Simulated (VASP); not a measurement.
Ru: single point with LDA

Crystal: Ru.

```
CELL_PARAMETERS angstrom
2.47584 0.00000 0.00000
-1.23792 2.14414 0.00000
0.00000 0.00000 3.94395
ATOMIC_POSITIONS crystal
Ru 0.33333 0.66667 0.25000
Ru 0.66667 0.33333 0.75000
```

```
Program             : VASP 6.6.1
Task                : single point
Functional          : LDA
Potentials or basis : VASP PAW LDA potentials, release 64 (Ru_sv)
Cutoff              : 560 eV
k mesh              : 18 × 18 × 10
Occupations         : fermi-dirac, width 0.05 eV
Spin                : no spin polarisation
```

```yaml
Pressure: 138.8 GPa
Band_gap_on_the_k_mesh: zero (bands 16 and 17 overlap by 4.72 eV)
```

Levels at points of the mesh, in eV from the Fermi level:
| k point | band 13 | band 14 | band 15 | band 16 | band 17 | band 18 | band 19 | band 20 |
| --- | --- | --- | --- | --- | --- | --- | --- | --- |
| (0.00, 0.00, 0.00) | -3.68 | -2.85 | -2.85 | -1.99 | -1.99 | 1.71 | 1.71 | 1.84 |
| (0.50, 0.00, 0.00) | -2.91 | -2.14 | -2.06 | 2.27 | 2.90 | 2.93 | 5.91 | 8.44 |
| (0.00, 0.00, 0.50) | -4.07 | -4.07 | -3.52 | -3.52 | 0.85 | 0.85 | 0.85 | 0.85 |
| (0.50, 0.00, 0.50) | -1.56 | -1.56 | 0.77 | 0.77 | 2.65 | 2.65 | 4.78 | 4.78 |

It took 56 s on 1 thread of Intel(R) Xeon(R) Platinum 8375C CPU @ 2.90GHz (Ice Lake), with other jobs on the host, peak memory 0.19 GiB.

Caveat: the cell stands under pressure.
